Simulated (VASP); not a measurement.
# W (Fm-3m) in VASP: a series of runs

Runs on W. Level: PBEsol. Tasks: single point.

All numbers are computed with VASP 6.6.1; they aren't measurements. Logs are shortened: lines on timing, memory, paths and dates and some standing lists are left out, and cuts for length are marked.

**1. The cell of the first run**

Symmetry: Fm-3m, No. 225, cubic system. The conventional cell has a = 3.999 Å, b = 3.999 Å, c = 3.999 Å, α = 90.00°, β = 90.00°, γ = 90.00°. W (site symmetry m-3m) has 12 W at 2.83 Å within 3.7 Å.

**2. Single point, PBEsol**

INCAR reads:

```
SYSTEM = W
ALGO = Normal
EDIFF = 1E-6
ENCUT = 520
GGA = PS
ISIF = 2
ISMEAR = -1
LASPH = .True.
LCHARG = .True.
LELF = .True.
LREAL = .False.
LVHAR = .True.
LWAVE = .False.
NBANDS = 13
NELM = 80
PREC = Accurate
SIGMA = 0.1
```

KPOINTS reads:

```
k-points
0
Gamma
  14 14 14
  0 0 0
```

POSCAR reads:

```
W
1.0
    0.0000000000      1.9996739974      1.9996739974
    1.9996739974      0.0000000000      1.9996739974
    1.9996739974      1.9996739974      0.0000000000
W
1
Direct
    0.0000000000      0.0000000000      0.0000000000
```

Potentials or basis: VASP PAW PBE potentials, release 64 (W_sv).

On the command line:

```bash
$ cat potpaw_PBE.64/W_sv/POTCAR > POTCAR
$ mpirun -np 1 vasp_std > vasp.out
```

OUTCAR:

```text
SYSTEM = W
   EDIFF = 1E-6
   ENCUT = 520
   GGA = PS
   ISIF = 2
   ISMEAR = -1
   LASPH = .True.
   LREAL = .False.
   NELM = 80
   PREC = Accurate

 ion  position               nearest neighbor table
   1  0.000  0.000  0.000-

  LATTYP: Found a face centered cubic cell.
 ALAT       =     3.9993479948

  Lattice vectors:

 A1 = (   0.0000000000,   1.9996739974,   1.9996739974)
 A2 = (   1.9996739974,   0.0000000000,   1.9996739974)
 A3 = (   1.9996739974,   1.9996739974,   0.0000000000)

Analysis of symmetry for initial positions (statically):
=====================================================================
 Subroutine PRICEL returns:
 Original cell was already a primitive cell.

 Routine SETGRP: Setting up the symmetry group for a
 face centered cubic supercell.

 Subroutine GETGRP returns: Found 48 space group operations
 (whereof 48 operations were pure point group operations)
 out of a pool of 48 trial point group operations.

The static configuration has the point symmetry O_h .

Analysis of symmetry for dynamics (positions and initial velocities):
=====================================================================
 Subroutine PRICEL returns:
 Original cell was already a primitive cell.

 Routine SETGRP: Setting up the symmetry group for a
 face centered cubic supercell.

 Subroutine GETGRP returns: Found 48 space group operations
 (whereof 48 operations were pure point group operations)
 out of a pool of 48 trial point group operations.

The dynamic configuration has the point symmetry O_h .

 Subroutine INISYM returns: Found 48 space group operations
 (whereof 48 operations are pure point group operations),
 and found     1 'primitive' translations

----------------------------------------------------------------------------------------

                                     Primitive cell

  volume of cell :      15.9922

  direct lattice vectors                    reciprocal lattice vectors
     0.000000000  1.999673997  1.999673997    -0.250040757  0.250040757  0.250040757
     1.999673997  0.000000000  1.999673997     0.250040757 -0.250040757  0.250040757
     1.999673997  1.999673997  0.000000000     0.250040757  0.250040757 -0.250040757

  length of vectors
     2.827966087  2.827966087  2.827966087     0.433083295  0.433083295  0.433083295

  position of ions in fractional coordinates (direct lattice)
     0.000000000  0.000000000  0.000000000

  ion indices of the primitive-cell ions
   primitive index   ion index
                 1           1

----------------------------------------------------------------------------------------

 KPOINTS: k-points

Automatic generation of k-mesh.
 Grid dimensions read from file:
 generate k-points for:   14   14   14

 Generating k-lattice:

  Cartesian coordinates                     Fractional coordinates (reciprocal lattice)
    -0.017860054  0.017860054  0.017860054     0.071428571  0.000000000  0.000000000
     0.017860054 -0.017860054  0.017860054     0.000000000  0.071428571  0.000000000
     0.017860054  0.017860054 -0.017860054     0.000000000  0.000000000  0.071428571

  Length of vectors
     0.030934521  0.030934521  0.030934521

  Shift w.r.t. Gamma in fractional coordinates (k-lattice)
     0.000000000  0.000000000  0.000000000

 Subroutine IBZKPT returns following result:
 ===========================================

 Found    104 irreducible k-points:

 Following reciprocal coordinates:
            Coordinates               Weight
  0.000000  0.000000  0.000000      1.000000
  0.071429  0.000000  0.000000      8.000000
  0.142857  0.000000  0.000000      8.000000
  0.214286  0.000000  0.000000      8.000000
  0.285714  0.000000  0.000000      8.000000
  0.357143  0.000000  0.000000      8.000000
[... 16 lines left out ...]
  0.214286  0.142857  0.000000     24.000000
  0.285714  0.142857  0.000000     24.000000
 [... further k-points ...]
   k-points           NKPTS =    104   k-points in BZ     NKDIM =    104   number of bands    NBANDS=     13
   number of dos      NEDOS =    301   number of ions     NIONS =      1
   total plane-waves  NPLWV =  13824
   dimension x,y,z NGX =    24 NGY =   24 NGZ =   24
   dimension x,y,z NGXF=    48 NGYF=   48 NGZF=   48
   ions per type =               1
   NGX,Y,Z   is equivalent  to a cutoff of  14.11, 14.11, 14.11 a.u.
   NGXF,Y,Z  is equivalent  to a cutoff of  28.22, 28.22, 28.22 a.u.
 SYSTEM =  W
   PREC   = accura    normal or accurate (medium, high low for compatibility)
   ISTART =      0    job   : 0-new  1-cont  2-samecut
   ICHARG =      2    charge: 1-file 2-atom 10-const
   ISPIN  =      1    spin polarized calculation?
   LNONCOLLINEAR =      F non collinear calculations
   LSORBIT =      F    spin-orbit coupling
   LASPH  =      T    aspherical Exc in radial PAW
   ENCUT  =  520.0 eV  38.22 Ry    6.18 a.u.   5.26  5.26  5.26*2*pi/ulx,y,z
   NELM   =     80;   NELMIN=  2; NELMDL= -5     # of ELM steps
   EDIFF  = 0.1E-05   stopping-criterion for ELM
   LREAL  =      F    real-space projection
   EDIFFG = 0.1E-04   stopping-criterion for IOM
   NSW    =      0    number of steps for IOM
   IBRION =     -1    ionic relax: 0-MD 1-quasi-New 2-CG
   NFREE  =      0    steps in history (QN), initial steepest desc. (CG)
   ISIF   =      2    stress and relaxation
   ISYM   =      2    0-nonsym 1-usesym 2-fastsym
   POTIM  = 0.5000    time-step for ionic-motion
   TEBEG  =    0.0;   TEEND  =   0.0 temperature during run
   PSTRESS=    0.0 pullay stress
   NELECT =      14.0000    total number of electrons
   NUPDOWN=      -1.0000    fix difference up-down
   EMIN   =  10.00;   EMAX   =-10.00  energy-range for DOS
   EFERMI =   0.00;   METHOD = LEGACY
   ISMEAR =    -1;   SIGMA  =   0.10  broadening in eV -4-tet -1-fermi 0-gaus
   EFERMI_NEDOS =   21; number of points for ismear=-14 and -15
   IALGO  =     38    algorithm
   IMIX   =      4    mixing-type and parameters
     AMIX     =   0.40;   BMIX     =  1.00
     AMIX_MAG =   1.60;   BMIX_MAG =  1.00
  volume/ion in A,a.u.               =      15.99       107.92
  Fermi-wavevector in a.u.,A,eV,Ry     =   1.566084  2.959469 33.369897  2.452618
  Thomas-Fermi vector in A             =   2.668464
   LORBIT       =      0    0 simple, 1 ext, 2 COOP (PROOUT), +10 PAW based schemes
   GGA     = PS    functional components
   LHFCALC =     F    Hartree Fock is set to
   AEXX    =    0.0000 exact exchange contribution
   IVDW    =     0    specifies the selected vdW correction
   LEPSILON=     F    determine dielectric tensor
   LRPA    =     F    only Hartree local field effects (RPA)
 non-spin polarized calculation
  energy-cutoff  :      520.00
  volume of cell :       15.99
 maximum number of plane-waves:       444
 NGX is ok and might be reduce to    24
   NGX = 11   NGY = 11   NGZ = 11

 number of electron      14.0000000 magnetization

 Free energy of the ion-electron system (eV)
  ---------------------------------------------------
  ext. energy  EPLUGINS =         0.00000000
  ---------------------------------------------------
  free energy    TOTEN  =       -13.33003497 eV

  energy without entropy =      -13.29150748  energy(sigma->0) =      -13.31077123

 E-fermi :  10.6666     XC(G=0): -13.7015

 val. band max:       10.6443934978   @ k =  -0.1429   0.0714   0.0000
 cond. band min:      10.6733317083   @ k =   0.2143   0.1429   0.0714
 fundamental gap:      0.0289382105
 Fermi energy:        10.6665584821

 k-point     1 :       0.0000    0.0000    0.0000
  band No.  band energies     occupation
      1     -62.9066      2.00000
      2     -26.4983      2.00000
      3     -26.4983      2.00000
      4     -26.4983      2.00000
      5       1.5351      2.00000
      6      10.0809      1.99429
      7      10.0809      1.99429
      8      10.0809      1.99429
      9      13.3149      0.00000
     10      13.3149      0.00000
     11      23.5356      0.00000
     12      28.8445      0.00000
     13      28.8445      0.00000

 k-point     2 :       0.0714    0.0000    0.0000
  band No.  band energies     occupation
      1     -62.9008      2.00000
      2     -26.5652      2.00000
      3     -26.5067      2.00000
      4     -26.5067      2.00000
      5       1.7663      2.00000
      6       9.9028      1.99904
      7      10.1884      1.98338
      8      10.1884      1.98338
      9      13.2151      0.00000
     10      13.2151      0.00000
     11      23.9990      0.00000
     12      27.9023      0.00000
     13      29.2798      0.00000

 k-point     3 :       0.1429    0.0000    0.0000
  band No.  band energies     occupation
      1     -62.8842      2.00000
      2     -26.7497      2.00000
      3     -26.5303      2.00000
      4     -26.5303      2.00000
      5       2.4158      2.00000
      6       9.4899      1.99998
      7      10.4354      1.81974
      8      10.4354      1.81974
      9      13.0432      0.00000
     10      13.0432      0.00000
     11      25.0499      0.00000
     12      26.5163      0.00000
     13      30.5154      0.00000

 k-point     4 :       0.2143    0.0000    0.0000
  band No.  band energies     occupation
      1     -62.8603      2.00000
      2     -27.0092      2.00000
      3     -26.5642      2.00000
      4     -26.5642      2.00000
      5       3.3340      2.00000
      6       9.1249      2.00000
      7      10.5736      1.43381
      8      10.5736      1.43381
      9      13.1488      0.00000
     10      13.1488      0.00000
     11      24.4363      0.00000
     12      27.2678      0.00000
     13      32.3867      0.00000

 k-point     5 :       0.2857    0.0000    0.0000
  band No.  band energies     occupation
      1     -62.8335      2.00000
      2     -27.2881      2.00000
      3     -26.6016      2.00000
      4     -26.6016      2.00000
      5       4.2232      2.00000
      6       9.1602      2.00000
      7      10.4199      1.84349
      8      10.4199      1.84349
      9      13.7734      0.00000
     10      13.7734      0.00000
     11      23.2512      0.00000
     12      27.7236      0.00000
     13      33.8407      0.00000

 k-point     6 :       0.3571    0.0000    0.0000
  band No.  band energies     occupation
      1     -62.8094      2.00000
      2     -27.5317      2.00000
      3     -26.6349      2.00000
      4     -26.6349      2.00000
      5       4.7443      2.00000
      6       9.8496      1.99943
      7      10.1403      1.98969
      8      10.1403      1.98969
      9      14.7022      0.00000
     10      14.7022      0.00000
     11      22.3176      0.00000
     12      25.8931      0.00000
     13      32.1605      0.00000

 k-point     7 :       0.4286    0.0000    0.0000
  band No.  band energies     occupation
      1     -62.7926      2.00000
      2     -27.6965      2.00000
      3     -26.6579      2.00000
      4     -26.6579      2.00000
      5       4.9022      2.00000
      6       9.9191      1.99887
      7       9.9191      1.99887
      8      10.8816      0.20858
      9      15.5505      0.00000
     10      15.5505      0.00000
     11      21.6526      0.00000
     12      23.9264      0.00000
     13      30.3023      0.00000
[... 193 lines left out ...]
 k-point    20 :      -0.1429    0.0714    0.0000
  band No.  band energies     occupation
      1     -62.8723      2.00000
      2     -26.8533      2.00000
      3     -26.5922      2.00000
      4     -26.5294      2.00000
      5       2.8923      2.00000
      6       9.1880      2.00000
      7      10.5623      1.47889
      8      10.6444      1.11037
      9      12.4904      0.00000
     10      13.4981      0.00000
     11      25.5431      0.00000
     12      26.4998      0.00000
     13      30.2166      0.00000

 k-point    21 :      -0.0714    0.0714    0.0000
  band No.  band energies     occupation
      1     -62.8914      2.00000
      2     -26.6568      2.00000
      3     -26.5453      2.00000
      4     -26.5096      2.00000
      5       2.1389      2.00000
      6       9.6132      1.99995
      7      10.3442      1.92344
      8      10.3892      1.88249
      9      12.8372      0.00000
     10      13.3322      0.00000
     11      24.7162      0.00000
     12      27.1794      0.00000
     13      29.2976      0.00000

 k-point    22 :       0.1429    0.1429    0.0000
  band No.  band energies     occupation
      1     -62.8768      2.00000
      2     -26.7424      2.00000
      3     -26.5858      2.00000
      4     -26.5858      2.00000
      5       2.7143      2.00000
      6       9.0107      2.00000
      7      10.8211      0.35154
      8      10.8211      0.35154
      9      11.9617      0.00000
     10      13.7205      0.00000
     11      25.8594      0.00000
     12      27.7334      0.00000
     13      29.6040      0.00000

 k-point    23 :       0.2143    0.1429    0.0000
  band No.  band energies     occupation
      1     -62.8589      2.00000
      2     -26.9109      2.00000
      3     -26.6289      2.00000
      4     -26.6187      2.00000
      5       3.4243      2.00000
      6       8.5769      2.00000
      7      10.8692      0.23300
      8      11.1662      0.01344
      9      11.8406      0.00002
     10      13.9416      0.00000
     11      26.7161      0.00000
     12      27.3290      0.00000
     13      30.1599      0.00000

 k-point    24 :       0.2857    0.1429    0.0000
  band No.  band energies     occupation
      1     -62.8356      2.00000
      2     -27.1398      2.00000
      3     -26.6712      2.00000
      4     -26.6584      2.00000
      5       4.3319      2.00000
      6       8.2943      2.00000
      7      10.2700      1.96279
      8      11.2844      0.00414
      9      12.7103      0.00000
     10      14.4108      0.00000
     11      25.4760      0.00000
     12      28.5719      0.00000
     13      30.8678      0.00000

 [... further k-points ...]
[... 5 lines left out ...]
  --------------------------------------------------------------------------------------
  -------------------------------------------------------------------------------------
  Total        0.0654074      0.0654074      0.0654074      0.0000000     -0.0000000      0.0000000
  in kB        6.5528434      6.5528434      6.5528434      0.0000000     -0.0000000      0.0000000
  external PRESSURE =       6.5528434 kB  Pullay stress =       0.0000000 kB

 VOLUME and BASIS-vectors are now :
 -----------------------------------------------------------------------------
  energy-cutoff  :      520.00
  volume of cell :       15.99
      direct lattice vectors                 reciprocal lattice vectors
     0.000000000  1.999673997  1.999673997    -0.250040757  0.250040757  0.250040757
     1.999673997  0.000000000  1.999673997     0.250040757 -0.250040757  0.250040757
     1.999673997  1.999673997  0.000000000     0.250040757  0.250040757 -0.250040757

 POSITION                                       TOTAL-FORCE (eV/Angst)
 -----------------------------------------------------------------------------------
      0.00000      0.00000      0.00000         0.000000      0.000000      0.000000
 -----------------------------------------------------------------------------------
    total drift:                               -0.000000      0.000000      0.000000

  FREE ENERGIE OF THE ION-ELECTRON SYSTEM (eV)
  ---------------------------------------------------
  free  energy   TOTEN  =       -13.3300349706 eV

  energy  without entropy=      -13.2915074827  energy(sigma->0) =      -13.31077123
```

Run time: 34 s. Hardware: 1 thread of Intel Xeon 8259CL, shared host; peak memory 0.15 GiB.

Results:

| Quantity | Value |
| --- | --- |
| Free energy | -13.3300 eV |
| Pressure | 0.7 GPa |
| Band gap on the k mesh | zero (band 7 reaches 13.89 eV, above the bottom of band 8 at 10.08 eV) |

Levels at points of the mesh, in eV from the Fermi level:
```tsv
k point	band 5	band 6	band 7	band 8	band 9	band 10
(0.00, 0.00, 0.00)	-9.13	-0.59	-0.59	-0.59	2.65	2.65
(0.50, 0.00, 0.00)	-5.74	-0.83	-0.83	0.74	5.24	5.24
(0.50, 0.50, 0.00)	-5.68	-4.67	3.22	5.20	6.01	6.01
```

Caveat: the PAW data sets were made with another functional, which shifts forces and pressure a little; spin-orbit coupling is left out, which moves the levels of the heavy elements.

**3. Single point, PBEsol (volume scaled by 0.88)**

INCAR reads:

```
PREC = Accurate
ENCUT = 520
EDIFF = 1E-6
ISMEAR = -1
SIGMA = 0.1
LREAL = False
LASPH = True
NELM = 80
ALGO = Normal
ISIF = 2
LWAVE = False
LCHARG = True
GGA = PS
LELF = True
LVHAR = True
NBANDS = 13
```

KPOINTS reads:

```
Automatic mesh
0
Gamma
  15 15 15
```

POSCAR reads:

```
W
1.0
    0.0000000000      1.9162555398      1.9162555398
    1.9162555398      0.0000000000      1.9162555398
    1.9162555398      1.9162555398      0.0000000000
W
1
Direct
    0.0000000000      0.0000000000      0.0000000000
```

Potentials or basis: VASP PAW PBE potentials, release 64 (W_sv).

On the command line:

```bash
$ cat potpaw_PBE.64/W_sv/POTCAR > POTCAR
$ mpirun -np 1 vasp_std > vasp.out
```

Wall time 36 s (1 thread of Intel Xeon 8259CL, shared host); peak memory 0.14 GiB.

Results (log left out):

* Free energy: -13.0564 eV
* Pressure: 50.7 GPa
* Band gap on the k mesh: zero (band 7 reaches 16.43 eV, above the bottom of band 8 at 11.76 eV)

Levels at points of the mesh, in eV from the Fermi level:
```tsv
k point	band 5	band 6	band 7	band 8	band 9	band 10
(0.00, 0.00, 0.00)	-9.77	-0.78	-0.78	-0.78	3.09	3.09
```

Caveat: the PAW data sets were made with another functional, which shifts forces and pressure a little; spin-orbit coupling is left out, which moves the levels of the heavy elements.

[end of part 1 of 2]
